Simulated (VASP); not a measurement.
# MnO2 (P4_2/mnm) in VASP: further runs

Runs on MnO2. Level: LDA+U. Tasks: single point.

Everything below comes from runs of VASP 6.6.1. Logs are shortened: lines on timing, memory, paths and dates and some standing lists are left out, and cuts for length are marked.

## (1) The cell of the first run

Symmetry: P4_2/mnm, No. 136, tetragonal system. Conventional cell: a = 4.396 Å, b = 4.396 Å, c = 2.871 Å, α = 90.00°, β = 90.00°, γ = 90.00°. Mn (site symmetry mmm) has 6 O at 1.88 to 1.89 Å within 2.5 Å. Within 2.5 Å of O (site symmetry m2m) lie 3 Mn at 1.88 to 1.89 Å and 1 O at 2.46 Å.

## (2) Single point, LDA+U, collinear spin, ferromagnetic start

INCAR

```
ALGO = Normal
EDIFF = 1E-6
ENCUT = 520
GGA = CA
ISIF = 2
ISMEAR = 0
ISPIN = 2
LASPH = True
LCHARG = False
LDAU = True
LDAUJ = 0 0
LDAUL = 2 -1
LDAUPRINT = 1
LDAUTYPE = 2
LDAUU = 4 0
LMAXMIX = 4
LORBIT = 11
LREAL = False
LWAVE = False
MAGMOM = 3 3 0 0 0 0
NBANDS = 38
NELM = 150
PREC = Accurate
SIGMA = 0.05
```

KPOINTS

```
k-points
0
Gamma
  4 4 7
```

POSCAR

```
MnO2
1.0
    4.3959987700      0.0000000000      0.0000000000
    0.0000000000      4.3959987700      0.0000000000
    0.0000000000      0.0000000000      2.8709991900
Mn O
2 4
Direct
    0.0000000000      0.0000000000      0.0000000000
    0.5000000000      0.5000000000      0.5000000000
    0.3020000000      0.3020000000      0.0000000000
    0.1980000000      0.8020000000      0.5000000000
    0.6980000000      0.6980000000      0.0000000000
    0.8020000000      0.1980000000      0.5000000000
```

Potentials or basis: VASP PAW LDA potentials, release 64 (Mn_pv, O).

Command:

```
$ cat potpaw_LDA.64/Mn_pv/POTCAR potpaw_LDA.64/O/POTCAR > POTCAR
$ mpirun -np 1 vasp_std > vasp.out
```

OUTCAR:

```text
EDIFF = 1E-6
   ENCUT = 520
   GGA = CA
   ISIF = 2
   ISMEAR = 0
   ISPIN = 2
   LASPH = True
   LORBIT = 11
   LREAL = False
   NELM = 150
   PREC = Accurate

 ion  position               nearest neighbor table
   1  0.000  0.000  0.000-   3 1.88   5 1.88   4 1.89   6 1.89   4 1.89   6 1.89
   2  0.500  0.500  0.500-   4 1.88   6 1.88   5 1.89   3 1.89   3 1.89   5 1.89
   3  0.302  0.302  0.000-   1 1.88   2 1.89   2 1.89
   4  0.198  0.802  0.500-   2 1.88   1 1.89   1 1.89
   5  0.698  0.698  0.000-   1 1.88   2 1.89   2 1.89
   6  0.802  0.198  0.500-   2 1.88   1 1.89   1 1.89

  LATTYP: Found a simple tetragonal cell.
 ALAT       =     4.3959987700
 C/A-ratio  =     0.6530937200

  Lattice vectors:

 A1 = (   4.3959987700,   0.0000000000,   0.0000000000)
 A2 = (   0.0000000000,   4.3959987700,   0.0000000000)
 A3 = (   0.0000000000,   0.0000000000,   2.8709991900)

Analysis of symmetry for initial positions (statically):
=====================================================================
 Subroutine PRICEL returns:
 Original cell was already a primitive cell.

 Routine SETGRP: Setting up the symmetry group for a
 simple tetragonal supercell.

 Subroutine GETGRP returns: Found 16 space group operations
 (whereof  8 operations were pure point group operations)
 out of a pool of 16 trial point group operations.

The static configuration has the point symmetry D_2h.
 The point group associated with its full space group is D_4h.

Analysis of symmetry for dynamics (positions and initial velocities):
=====================================================================
 Subroutine PRICEL returns:
 Original cell was already a primitive cell.

 Routine SETGRP: Setting up the symmetry group for a
 simple tetragonal supercell.

 Subroutine GETGRP returns: Found 16 space group operations
 (whereof  8 operations were pure point group operations)
 out of a pool of 16 trial point group operations.

The dynamic configuration has the point symmetry D_2h.
 The point group associated with its full space group is D_4h.

Analysis of structural, dynamic, and magnetic symmetry:
=====================================================================
 Subroutine PRICEL returns:
 Original cell was already a primitive cell.

 Routine SETGRP: Setting up the symmetry group for a
 simple tetragonal supercell.

 Subroutine GETGRP returns: Found 16 space group operations
 (whereof  8 operations were pure point group operations)
 out of a pool of 16 trial point group operations.

The overall configuration has the point symmetry D_2h.
 The point group associated with its full space group is D_4h.

 Subroutine INISYM returns: Found 16 space group operations
 (whereof  8 operations are pure point group operations),
 and found     1 'primitive' translations

----------------------------------------------------------------------------------------

                                     Primitive cell

  volume of cell :      55.4815

  direct lattice vectors                    reciprocal lattice vectors
     4.395998770  0.000000000  0.000000000     0.227479590  0.000000000  0.000000000
     0.000000000  4.395998770  0.000000000     0.000000000  0.227479590  0.000000000
     0.000000000  0.000000000  2.870999190     0.000000000  0.000000000  0.348310791

  length of vectors
     4.395998770  4.395998770  2.870999190     0.227479590  0.227479590  0.348310791

  position of ions in fractional coordinates (direct lattice)
     0.000000000  0.000000000  0.000000000
     0.500000000  0.500000000  0.500000000
     0.302000000  0.302000000  0.000000000
     0.198000000  0.802000000  0.500000000
     0.698000000  0.698000000  0.000000000
     0.802000000  0.198000000  0.500000000

[... 150 lines left out ...]
  o =  0.5195  v =  0.8670  0.0000 -0.4982  0.0000 -0.0000  0.0000  0.0000  0.0000  0.0000  0.0000      0.0000  0.0000  0.0000  0.0000  0.0000  0.0000  0.0000  0.0000  0.0000  0.0000
  o =  0.9509  v =  0.4982 -0.0000  0.8670  0.0000  0.0000  0.0000  0.0000  0.0000  0.0000  0.0000      0.0000  0.0000  0.0000  0.0000  0.0000  0.0000  0.0000  0.0000  0.0000  0.0000
  o =  0.9615  v =  0.0000 -0.7071  0.0000 -0.7071 -0.0000  0.0000  0.0000  0.0000  0.0000  0.0000      0.0000  0.0000  0.0000  0.0000  0.0000  0.0000  0.0000  0.0000  0.0000  0.0000
  o =  0.9718  v =  0.0000  0.0000  0.0000  0.0000 -1.0000  0.0000  0.0000  0.0000  0.0000  0.0000      0.0000  0.0000  0.0000  0.0000  0.0000  0.0000  0.0000  0.0000  0.0000  0.0000

atom =   2  type =  1  l = 2

 onsite density matrix

spin component  1

  0.6266  0.0000 -0.1863  0.0000 -0.0000
  0.0000  0.7329  0.0000 -0.2287  0.0000
 -0.1863  0.0000  0.8438  0.0000 -0.0000
  0.0000 -0.2287  0.0000  0.7329  0.0000
 -0.0000  0.0000 -0.0000  0.0000  0.9718

spin component  2

  0.2490  0.0000  0.1102  0.0000  0.0000
  0.0000  0.2287  0.0000  0.1085  0.0000
  0.1102  0.0000  0.1449  0.0000  0.0000
  0.0000  0.1085  0.0000  0.2287  0.0000
  0.0000  0.0000  0.0000  0.0000  0.1329

 occupancies and eigenvectors

  o =  0.0751  v =  0.0000  0.0000  0.0000  0.0000  0.0000 -0.5350  0.0000  0.8448  0.0000  0.0000      0.0000  0.0000  0.0000  0.0000  0.0000  0.0000  0.0000  0.0000  0.0000  0.0000
  o =  0.1202  v =  0.0000  0.0000  0.0000  0.0000  0.0000  0.0000 -0.7071  0.0000  0.7071 -0.0000      0.0000  0.0000  0.0000  0.0000  0.0000  0.0000  0.0000  0.0000  0.0000  0.0000
  o =  0.1329  v =  0.0000  0.0000  0.0000  0.0000  0.0000  0.0000 -0.0000 -0.0000  0.0000  1.0000      0.0000  0.0000  0.0000  0.0000  0.0000  0.0000  0.0000  0.0000  0.0000  0.0000
  o =  0.3188  v =  0.0000  0.0000  0.0000  0.0000  0.0000 -0.8448  0.0000 -0.5350  0.0000 -0.0000      0.0000  0.0000  0.0000  0.0000  0.0000  0.0000  0.0000  0.0000  0.0000  0.0000
  o =  0.3372  v =  0.0000  0.0000  0.0000  0.0000  0.0000  0.0000 -0.7071 -0.0000 -0.7071  0.0000      0.0000  0.0000  0.0000  0.0000  0.0000  0.0000  0.0000  0.0000  0.0000  0.0000
  o =  0.5042  v =  0.0000 -0.7071  0.0000 -0.7071  0.0000  0.0000  0.0000  0.0000  0.0000  0.0000      0.0000  0.0000  0.0000  0.0000  0.0000  0.0000  0.0000  0.0000  0.0000  0.0000
  o =  0.5195  v =  0.8670  0.0000  0.4982  0.0000  0.0000  0.0000  0.0000  0.0000  0.0000  0.0000      0.0000  0.0000  0.0000  0.0000  0.0000  0.0000  0.0000  0.0000  0.0000  0.0000
  o =  0.9509  v = -0.4982  0.0000  0.8670  0.0000  0.0000  0.0000  0.0000  0.0000  0.0000  0.0000      0.0000  0.0000  0.0000  0.0000  0.0000  0.0000  0.0000  0.0000  0.0000  0.0000
  o =  0.9615  v =  0.0000  0.7071  0.0000 -0.7071 -0.0000  0.0000  0.0000  0.0000  0.0000  0.0000      0.0000  0.0000  0.0000  0.0000  0.0000  0.0000  0.0000  0.0000  0.0000  0.0000
  o =  0.9718  v =  0.0000  0.0000 -0.0000  0.0000  1.0000  0.0000  0.0000  0.0000  0.0000  0.0000      0.0000  0.0000  0.0000  0.0000  0.0000  0.0000  0.0000  0.0000  0.0000  0.0000

 number of electron      49.9999990 magnetization       6.0179387

 Free energy of the ion-electron system (eV)
  ---------------------------------------------------
  ext. energy  EPLUGINS =         0.00000000
  ---------------------------------------------------
  free energy    TOTEN  =       -47.00403513 eV

  energy without entropy =      -47.00397033  energy(sigma->0) =      -47.00400273

 E-fermi :   4.8884     XC(G=0): -12.6273

 val. band max:        4.8219155653   @ k =   0.0000   0.0000   0.0000
 cond. band min:       4.9747092191   @ k =   0.0000   0.0000   0.1429
 fundamental gap:      0.1527936538
 Fermi energy:         4.8884400681

 spin component 1

 k-point     1 :       0.0000    0.0000    0.0000
  band No.  band energies     occupation
      1     -45.4982      1.00000
      2     -45.4902      1.00000
      3     -45.4467      1.00000
      4     -45.4467      1.00000
      5     -45.3843      1.00000
      6     -45.3843      1.00000
[... 949 lines left out ...]
     36      17.9379      0.00000
     37      19.9931      0.00000
 Fermi energy:         4.8884400681

 spin component 2

 k-point     1 :       0.0000    0.0000    0.0000
  band No.  band energies     occupation
      1     -42.4892      1.00000
      2     -42.4791      1.00000
      3     -42.4380      1.00000
      4     -42.4380      1.00000
      5     -42.3713      1.00000
      6     -42.3713      1.00000
[... 949 lines left out ...]
     36      18.5958      0.00000
     37      20.2616      0.00000
 [bands above 37 left out]

------------------------ aborting loop because EDIFF is reached ----------------------------------------

  FORCE on cell =-STRESS in cart. coord.  units (eV):
  Direction    XX          YY          ZZ          XY          YZ          ZX
  --------------------------------------------------------------------------------------
  -------------------------------------------------------------------------------------
  Total       -1.7865202     -1.7865202     -2.1136470      0.0000000      0.0000000      0.0000000
  in kB      -51.5905678    -51.5905678    -61.0372327      0.0000000      0.0000000      0.0000000
  external PRESSURE =     -54.7394561 kB  Pullay stress =       0.0000000 kB

 VOLUME and BASIS-vectors are now :
 -----------------------------------------------------------------------------
  energy-cutoff  :      520.00
  volume of cell :       55.48
      direct lattice vectors                 reciprocal lattice vectors
     4.395998770  0.000000000  0.000000000     0.227479590  0.000000000  0.000000000
     0.000000000  4.395998770  0.000000000     0.000000000  0.227479590  0.000000000
     0.000000000  0.000000000  2.870999190     0.000000000  0.000000000  0.348310791

 POSITION                                       TOTAL-FORCE (eV/Angst)
 -----------------------------------------------------------------------------------
      0.00000      0.00000      0.00000        -0.000000     -0.000000      0.000000
      2.19800      2.19800      1.43550        -0.000000     -0.000000      0.000000
      1.32759      1.32759      0.00000         0.371245      0.371245     -0.000000
      0.87041      3.52559      1.43550        -0.371245      0.371245      0.000000
      3.06841      3.06841      0.00000        -0.371245     -0.371245      0.000000
      3.52559      0.87041      1.43550         0.371245     -0.371245      0.000000
 -----------------------------------------------------------------------------------
    total drift:                                0.000000      0.000000      0.000000

  FREE ENERGIE OF THE ION-ELECTRON SYSTEM (eV)
  ---------------------------------------------------
  free  energy   TOTEN  =       -47.0040351260 eV

  energy  without entropy=      -47.0039703349  energy(sigma->0) =      -47.00400273

 total charge

# of ion       s       p       d       tot
------------------------------------------
    1        0.363   6.484   4.858  11.705
    2        0.363   6.484   4.858  11.705
    3        1.555   3.458   0.000   5.013
    4        1.555   3.458   0.000   5.013
    5        1.555   3.458   0.000   5.013
    6        1.555   3.458   0.000   5.013
--------------------------------------------------
tot          6.945  26.799   9.716  43.461

 magnetization (x)

# of ion       s       p       d       tot
------------------------------------------
    1        0.016   0.025   2.921   2.962
    2        0.016   0.025   2.921   2.962
    3       -0.002  -0.013   0.000  -0.015
    4       -0.002  -0.013   0.000  -0.015
    5       -0.002  -0.013   0.000  -0.015
    6       -0.002  -0.013   0.000  -0.015
--------------------------------------------------
tot          0.023  -0.001   5.843   5.864
```

It took 35 s on 1 thread of Intel Xeon 6975P-C (Granite Rapids), shared host; peak memory 0.21 GiB.

Results:

```
Free energy                                           : -47.0040 eV
Pressure                                              : -5.5 GPa
Largest force                                         : 0.525 eV/Å
Band gap on the k mesh                                : zero (filled and empty bands overlap)
Net moment                                            : 6.02 μB per cell
Site moments                                          : Mn +2.96; O -0.01 μB
Valence electrons inside the program's atomic spheres : Mn 11.71; O 5.01
```

Forces in eV/Å, atoms in the order of the input:
```
Mn   0.000  0.000  0.000
Mn   0.000  0.000  0.000
O    0.371  0.371  0.000
O   -0.371  0.371  0.000
O   -0.371 -0.371  0.000
O    0.371 -0.371  0.000
```

Stress tensor (GPa, compression positive):
```
-5.16  0.00  0.00
 0.00 -5.16  0.00
 0.00  0.00 -6.10
```

Levels at points of the mesh, in eV from the Fermi level:
Spin up:
| k point | band 24 | band 25 | band 26 | band 27 | band 28 | band 29 | band 30 | band 31 | band 32 | band 33 |
| --- | --- | --- | --- | --- | --- | --- | --- | --- | --- | --- |
| (0.00, 0.00, 0.00) | -1.24 | -1.02 | -0.72 | -0.72 | -0.31 | -0.07 | 2.66 | 2.66 | 3.46 | 7.90 |
| (0.50, 0.00, 0.00) | -1.59 | -1.53 | -1.53 | -0.88 | -0.88 | 2.29 | 2.29 | 2.44 | 2.44 | 10.25 |
| (0.50, 0.50, 0.00) | -2.19 | -1.79 | -1.79 | -0.17 | -0.17 | 1.39 | 1.39 | 2.61 | 2.61 | 11.54 |
Spin down:
```
           k point  band 18  band 19  band 20  band 21  band 22  band 23  band 24  band 25  band 26  band 27
(0.00, 0.00, 0.00)    -3.13    -1.28    -0.63    -0.63     0.09     1.33     1.48     1.75     1.75     1.86
(0.50, 0.00, 0.00)    -3.56    -2.46    -2.46    -0.82    -0.82     1.94     1.94     2.41     2.41     2.94
(0.50, 0.50, 0.00)    -2.32    -2.19    -2.19    -1.72    -1.72     1.30     1.30     1.76     1.76     3.29
```

Eigenvalues of the final occupation matrices:
| site | spin | trace | eigenvalues |
| --- | --- | --- | --- |
| site 1 d | 1 | 3.91 | 0.50 0.52 0.95 0.96 0.97 |
| site 1 d | 2 | 0.98 | 0.08 0.12 0.13 0.32 0.34 |
| site 2 d | 1 | 3.91 | 0.50 0.52 0.95 0.96 0.97 |
| site 2 d | 2 | 0.98 | 0.08 0.12 0.13 0.32 0.34 |

Caveat: only a ferromagnetic start was run, and an antiferromagnetic order may lie lower in energy.

## (3) Single point, LDA+U, collinear spin, ferrimagnetic start

INCAR

```
PREC = Accurate
ENCUT = 520
EDIFF = 1E-6
ISMEAR = 0
SIGMA = 0.05
LREAL = F
LASPH = T
NELM = 150
ALGO = Normal
ISIF = 2
LWAVE = F
LCHARG = F
ISPIN = 2
MAGMOM = 2.89 2.89 -0.04 -0.04 -0.04 -0.04
LORBIT = 11
LMAXMIX = 4
LDAU = T
LDAUTYPE = 2
LDAUL = 2 -1
LDAUU = 4 0
LDAUJ = 0 0
LDAUPRINT = 1
NBANDS = 38
```

KPOINTS

```
Automatic mesh
0
Gamma
  4 4 7
```

POSCAR is that of step 2.

Potentials or basis: VASP PAW LDA potentials, release 64 (Mn_pv, O).

Command:

```
$ cat potpaw_LDA.64/Mn_pv/POTCAR potpaw_LDA.64/O/POTCAR > POTCAR
$ mpirun -np 1 vasp_std > vasp.out
```

OUTCAR:

```text
PREC = Accurate
   ENCUT = 520
   EDIFF = 1E-6
   ISMEAR = 0
   LREAL = F
   LASPH = T
   NELM = 150
   ISIF = 2
   ISPIN = 2
   LORBIT = 11

 ion  position               nearest neighbor table
   1  0.000  0.000  0.000-   3 1.88   5 1.88   4 1.89   6 1.89   4 1.89   6 1.89
   2  0.500  0.500  0.500-   4 1.88   6 1.88   5 1.89   3 1.89   3 1.89   5 1.89
   3  0.302  0.302  0.000-   1 1.88   2 1.89   2 1.89
   4  0.198  0.802  0.500-   2 1.88   1 1.89   1 1.89
   5  0.698  0.698  0.000-   1 1.88   2 1.89   2 1.89
   6  0.802  0.198  0.500-   2 1.88   1 1.89   1 1.89

  LATTYP: Found a simple tetragonal cell.
 ALAT       =     4.3959987700
 C/A-ratio  =     0.6530937200

  Lattice vectors:

 A1 = (   4.3959987700,   0.0000000000,   0.0000000000)
 A2 = (   0.0000000000,   4.3959987700,   0.0000000000)
 A3 = (   0.0000000000,   0.0000000000,   2.8709991900)

Analysis of symmetry for initial positions (statically):
=====================================================================
 Subroutine PRICEL returns:
 Original cell was already a primitive cell.

[... 2203 lines left out ...]
  Total       -1.7846531     -1.7846531     -2.1118282      0.0000000      0.0000000      0.0000000
  in kB      -51.5366506    -51.5366506    -60.9847100      0.0000000      0.0000000      0.0000000
  external PRESSURE =     -54.6860037 kB  Pullay stress =       0.0000000 kB

 VOLUME and BASIS-vectors are now :
 -----------------------------------------------------------------------------
  energy-cutoff  :      520.00
  volume of cell :       55.48
      direct lattice vectors                 reciprocal lattice vectors
     4.395998770  0.000000000  0.000000000     0.227479590  0.000000000  0.000000000
     0.000000000  4.395998770  0.000000000     0.000000000  0.227479590  0.000000000
     0.000000000  0.000000000  2.870999190     0.000000000  0.000000000  0.348310791

 POSITION                                       TOTAL-FORCE (eV/Angst)
 -----------------------------------------------------------------------------------
      0.00000      0.00000      0.00000         0.000000      0.000000      0.000000
      2.19800      2.19800      1.43550         0.000000      0.000000      0.000000
      1.32759      1.32759      0.00000         0.371251      0.371251     -0.000000
      0.87041      3.52559      1.43550        -0.371251      0.371251     -0.000000
      3.06841      3.06841      0.00000        -0.371251     -0.371251      0.000000
      3.52559      0.87041      1.43550         0.371251     -0.371251      0.000000
 -----------------------------------------------------------------------------------
    total drift:                                0.000000      0.000000      0.000000

  FREE ENERGIE OF THE ION-ELECTRON SYSTEM (eV)
  ---------------------------------------------------
  free  energy   TOTEN  =       -47.0040351305 eV

  energy  without entropy=      -47.0039703041  energy(sigma->0) =      -47.00400272

 total charge

# of ion       s       p       d       tot
------------------------------------------
    1        0.363   6.484   4.858  11.705
    2        0.363   6.484   4.858  11.705
    3        1.555   3.458   0.000   5.013
    4        1.555   3.458   0.000   5.013
    5        1.555   3.458   0.000   5.013
    6        1.555   3.458   0.000   5.013
--------------------------------------------------
tot          6.945  26.799   9.716  43.461

 magnetization (x)

# of ion       s       p       d       tot
------------------------------------------
    1        0.016   0.025   2.921   2.962
    2        0.016   0.025   2.921   2.962
    3       -0.002  -0.013   0.000  -0.015
    4       -0.002  -0.013   0.000  -0.015
    5       -0.002  -0.013   0.000  -0.015
    6       -0.002  -0.013   0.000  -0.015
--------------------------------------------------
tot          0.023  -0.001   5.843   5.864
```

stdout:

```text
POSCAR found type information on POSCAR MnO
 POSCAR found :  2 types and       6 ions
 scaLAPACK will be used
 LDA part: xc-table for (Slater(with rela. corr.)+CA(PZ))
 , standard interpolation
 POSCAR, INCAR and KPOINTS ok, starting setup
 FFT: planning ... GRIDC
 FFT: planning ... GRID_SOFT
 FFT: planning ... GRID
 WAVECAR not read
 entering main loop
```

Run time: 36 s. Hardware: 1 thread of Intel Xeon 6975P-C (Granite Rapids), shared host; peak memory 0.21 GiB.

Results:

| Property | Result |
| --- | --- |
| Free energy | -47.0040 eV |
| Pressure | -5.5 GPa |
| Largest force | 0.525 eV/Å |
| Band gap on the k mesh | zero (filled and empty bands overlap) |
| Net moment | 6.02 μB per cell |
| Site moments | Mn +2.96; O -0.01 μB |
| Valence electrons inside the program's atomic spheres | Mn 11.71; O 5.01 |

Forces on the atoms (eV/Å):
```
Mn   0.000  0.000  0.000
Mn   0.000  0.000  0.000
O    0.371  0.371  0.000
O   -0.371  0.371  0.000
O   -0.371 -0.371  0.000
O    0.371 -0.371  0.000
```

Eigenvalues of the final occupation matrices:
```tsv
site	spin	trace	eigenvalues
site 1 d	1	3.91	0.50 0.52 0.95 0.96 0.97
site 1 d	2	0.98	0.08 0.12 0.13 0.32 0.34
site 2 d	1	3.91	0.50 0.52 0.95 0.96 0.97
site 2 d	2	0.98	0.08 0.12 0.13 0.32 0.34
```
